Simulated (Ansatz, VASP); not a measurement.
## Re in VASP and in Ansatz

Contents of POSCAR:

```
Re
1.0
    2.7663873939      0.0000000000      0.0000000000
   -1.3831936969      2.3957617598      0.0000000000
    0.0000000000      0.0000000000      8.9388451600
Re
4
Direct
    0.6666666667      0.3333333333      0.7500000000
    0.0000000000      0.0000000000      0.5000000000
    0.3333333333      0.6666666667      0.2500000000
    0.0000000000      0.0000000000      0.0000000000
```

Contents of INCAR.step1:

```
PREC = Accurate
ENCUT = 600
ISMEAR = -1
SIGMA = 0.05
LREAL = False
LASPH = True
NELM = 100
GGA = PE
ALGO = Normal
EDIFF = 1E-4
LWAVE = True
LCHARG = False
```

Contents of INCAR.step2:

```
PREC = Accurate
ENCUT = 600
EDIFF = 1E-6
ISMEAR = -1
SIGMA = 0.05
LREAL = False
LASPH = True
NELM = 100
ALGO = Normal
ISIF = 3
LWAVE = False
LCHARG = False
METAGGA = R2SCAN
LMIXTAU = True
IBRION = 2
NSW = 60
EDIFFG = -0.01
ISTART = 1
```

File KPOINTS:

```
Automatic mesh
0
Gamma
  8 8 3
```

File input.yaml:

```yaml
crystal:
  lattice:
    - [2.7663873939, 0.0, 0.0]
    - [-1.3831936969, 2.3957617598, 0.0]
    - [0.0, 0.0, 8.93884516]
  atoms:
    - { symbol: Re, position: [0.6666666667, 0.3333333333, 0.75] }
    - { symbol: Re, position: [0.0, 0.0, 0.5] }
    - { symbol: Re, position: [0.3333333333, 0.6666666667, 0.25] }
    - { symbol: Re, position: [0.0, 0.0, 0.0] }
hamiltonian:
  xc: r2scan
  pseudopotentials: { kind: paw }
kpoints:
  mp_grid: { grid: [8, 8, 3] }
scf:
  occupations: { method: fermi_dirac, width: 0.05 }
output:
  forces: true
  stress: true
  eigenvalues: true
relax:
  f_tol: 0.01
  max_steps: 40
  cell: { stress_tol: 0.05 }
```

Alike in both runs: task relaxation of cell and atoms; functional r2SCAN; k mesh 8 × 8 × 3; occupations fermi-dirac, width 0.05 eV; no spin polarisation.

|  | VASP | Ansatz |
| --- | --- | --- |
| version | VASP 6.6.1 | Ansatz 0.2.0 |
| potentials or method | VASP PAW PBE potentials, release 64 (Re) | Ansatz PAW |
| plane-wave cutoff (eV) | 600 | 500 |
| valence electrons in the cell | 28 | 60 |

Ansatz gave:

| Item | Value |
| --- | --- |
| gap on the k mesh at the Fermi level, each at its own relaxed structure (eV) | none |
| relaxed volume (Å³/atom) | 14.71 |
| relaxed cell length with the largest relative difference (Å) | 8.917 |

Estimate VASP's values.

gap on the k mesh at the Fermi level, each at its own relaxed structure (eV): none; relaxed volume (Å³/atom): 14.71; relaxed cell length with the largest relative difference (Å): 8.918.

VASP's potentials were made for PBE, not for r2SCAN. A gap of «none» marks a metal or a gap that the smearing closes. VASP's potentials hold 28 valence electrons a cell and Ansatz's 60, so a difference there can come from the potentials and not from the codes.

Spin-orbit coupling is off throughout. Noted on Ansatz's run: the plane-wave basis is chosen anew once the cell has moved, so the energies of steps on either side of that aren't comparable.
